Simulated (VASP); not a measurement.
**Y3LuO2: single point with PBE**

Y3LuO2:

```xyz
6
Lattice="4.5543 0.0000 0.0000 0.0000 4.5543 0.0000 0.0000 0.0000 6.4385" Properties=species:S:1:pos:R:3 pbc="T T T"
Y     2.2771    0.0000    6.4234
Y     0.0000    2.2771    6.4234
Y     0.0000    0.0000    2.7759
Lu    2.2771    2.2771    3.7000
O     2.2771    2.2771    5.8550
O     0.0000    0.0000    0.5761
```

The cell was built from a structure type or drawn by symmetry, and may not be a known phase.

* Program: VASP 6.6.1
* Task: single point
* Functional: PBE
* Potentials or basis: VASP PAW PBE potentials, release 64 (Y_sv, Lu, O)
* Cutoff: 520 eV
* k mesh: 8 × 8 × 6
* Occupations: gaussian, width 0.1 eV
* Spin: no spin polarisation
* Dipole correction: no
* Further INCAR settings: ALGO = Normal; EDIFF = 1e-06; NBANDS = 44

```yaml
Pressure: 0.0 GPa
Largest_force: 0.095 eV/Å
```

Forces in eV/Å, atoms in the order of the input:
```
Y    0.000  0.000  0.006
Y    0.000  0.000  0.006
Y    0.000  0.000  0.000
Lu   0.000  0.000 -0.095
O    0.000  0.000  0.091
O    0.000  0.000 -0.008
```

Stress tensor (GPa, compression positive):
```
-0.03  0.00  0.00
 0.00 -0.03  0.00
 0.00  0.00  0.16
```

Levels at points of the mesh, in eV from the Fermi level:
```csv
k point,band 33,band 34,band 35,band 36,band 37,band 38
"(0.00, 0.00, 0.00)",-1.23,-0.84,-0.19,0.94,0.99,0.99
"(0.50, 0.00, 0.00)",-1.79,-0.37,-0.30,0.44,0.46,2.32
"(0.50, 0.50, 0.00)",-0.81,-0.18,-0.18,0.50,0.50,0.69
"(0.00, 0.00, 0.50)",-1.48,-0.84,-0.73,0.72,1.66,1.66
"(0.50, 0.00, 0.50)",-1.28,-0.59,-0.51,0.63,0.71,2.03
"(0.50, 0.50, 0.50)",-0.62,-0.31,-0.31,0.62,0.62,1.86
```

Run time: 3.1 min on 1 thread of Intel(R) Xeon(R) 6975P-C (Granite Rapids), with other jobs on the host, peak memory 0.48 GiB.

Caveat: spin-orbit coupling is left out, which moves the levels of the heavy elements.
